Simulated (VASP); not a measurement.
Here is a VASP 6.6.1 calculation.

Contents of INCAR:

```
ALGO = Normal ; EDIFF = 1E-6
ENCUT = 520 ; GGA = CA
ISIF = 2 ; ISMEAR = 0
LASPH = T ; LCHARG = T
LELF = T ; LREAL = F
LVHAR = T ; LWAVE = F
NBANDS = 19 ; NELM = 80
PREC = Accurate ; SIGMA = 0.05
```

The input KPOINTS:

```
k-points
0
Gamma
  6 6 6
```

POSCAR

```
RbCaH3
1.0
    4.8880250000      0.0000000000      0.0000000000
    0.0000000000      4.8880250000      0.0000000000
    0.0000000000      0.0000000000      4.5470000000
Rb Ca H
1 1 3
Direct
    0.0000000000      0.0000000000      0.0000000000
    0.5000000000      0.5000000000      0.5000000000
    0.0000000000      0.5000000000      0.5000000000
    0.5000000000      0.0000000000      0.5000000000
    0.5000000000      0.5000000000      0.0000000000
```

Potentials or basis: VASP PAW LDA potentials, release 64 (Rb_sv, Ca_sv, H).

The run is started by

```console
$ cat potpaw_LDA.64/Rb_sv/POTCAR potpaw_LDA.64/Ca_sv/POTCAR potpaw_LDA.64/H/POTCAR > POTCAR
$ mpirun -np 1 vasp_std > vasp.out
```

Task: What does it give for the pressure?

Result: -4.4 GPa.

Task: What does it give for the band gap on the k mesh?

Result: 2.82 eV (least direct gap 2.96 eV).

Stress tensor (GPa, compression positive):
```
-4.98  0.00  0.00
 0.00 -4.98  0.00
 0.00  0.00 -3.14
```

Caveat: the cell differs from its parent crystal (strain +0.0750 x Voigt [1, 1, 0, 0, 0, 0]); the cell stands under tension. A k mesh can miss the band edges.
